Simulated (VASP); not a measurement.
A run of VASP 6.6.1 is set up as follows.

INCAR

```
  PREC = Accurate
  ENCUT = 520
  EDIFF = 1E-7
  ISMEAR = -1
  SIGMA = 0.05
  LREAL = F
  LASPH = T
  NELM = 100
  ALGO = Normal
  ISIF = 2
  LWAVE = F
  LCHARG = F
  GGA = PE
  IVDW = 13
  NBANDS = 11
```

File KPOINTS:

```
Automatic mesh
0
Gamma
  10 10 10
```

Contents of POSCAR:

```
BAs
1.0
    0.0000000000      2.3787591891      2.3787591891
    2.3787591891      0.0000000000      2.3787591891
    2.3787591891      2.3787591891      0.0000000000
As B
1 1
Direct
    0.7500000000      0.7500000000      0.7500000000
    0.0000000000      0.0000000000      0.0000000000
```

Potentials or basis: VASP PAW PBE potentials, release 64 (As, B).

Run with:

```sh
$ cat potpaw_PBE.64/As/POTCAR potpaw_PBE.64/B/POTCAR > POTCAR
$ mpirun -np 1 vasp_std > vasp.out
```

Problem. What does it give for the band gap on the k mesh?

Solution. 1.16 eV, indirect (least direct gap 3.29 eV).

Problem. Predict the pressure.

Solution. 0.7 GPa.

A k mesh can miss the band edges.
